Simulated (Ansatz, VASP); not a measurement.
## One calculation of TaN, two programs

```
CELL_PARAMETERS angstrom
2.93620 0.00000 0.00000
-1.46810 2.54282 0.00000
0.00000 0.00000 2.88458
ATOMIC_POSITIONS crystal
Ta 0.00000 0.00000 0.50000
N 0.66667 0.33333 0.00000
```

Alike in both runs: functional r2SCAN; k mesh 18 × 18 × 16; occupations fermi-dirac, width 0.1 eV; no spin polarisation.

Ansatz relaxed the structure, and its values are those at the end. VASP's run is a single point on that final structure, the one shown.

```csv
,VASP,Ansatz
version,VASP 6.6.1,Ansatz 0.2.0
potentials or method,"VASP PAW PBE potentials, release 64 (Ta_sv_GW, N)","PAW with Ansatz's default frozen-core files, scalar-relativistic"
plane-wave cutoff (eV),770,500
valence electrons in the cell,18,18
```

|  | VASP | Ansatz | Ansatz less VASP |
| --- | --- | --- | --- |
| pressure (GPa) | 0.0 | 0.0 | +0.01 |

VASP's potentials were made for PBE, not for r2SCAN. The functional is the same, so the differences come from potentials, cutoffs and numerics.

Neither program's run includes spin-orbit coupling.
